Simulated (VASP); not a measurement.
Runs of VASP 6.6.1 on Re. The structure is that of space group Fm-3m (No. 225), or close to it. The cells are those of the table. This isn't the form of Re at room conditions, which is hcp.

```csv
cell,gap on the mesh (eV),pressure (GPa)
"a = 2.781 Å, angles 60.0°, 1 atom",none,(a)
"a = 2.753 Å, angles 60.0°, 1 atom",none,-11.5
"a = 2.696 Å, angles 60.0°, 1 atom",none,15.9
"a = 2.725 Å, angles 60.0°, 1 atom",none,1.0
```

Alike in all rows: task single point; level HSE06; potentials or basis VASP PAW PBE potentials, release 64 (Re_sv_GW); no spin polarisation; k mesh 6 × 6 × 6; cutoff (eV) 410; smearing fermi-dirac 0.1 eV.

Estimate the missing entries.

(a) -22.0.

Caveats: all runs use coarse meshes; the PAW data sets were made with another functional, which shifts forces and pressure a little; spin-orbit coupling is left out, which moves the levels of the heavy elements.

A k mesh can miss the band edges, and the runs leave out spin-orbit coupling on Re.

A gap of «none» marks levels without a gap at the run's occupations.
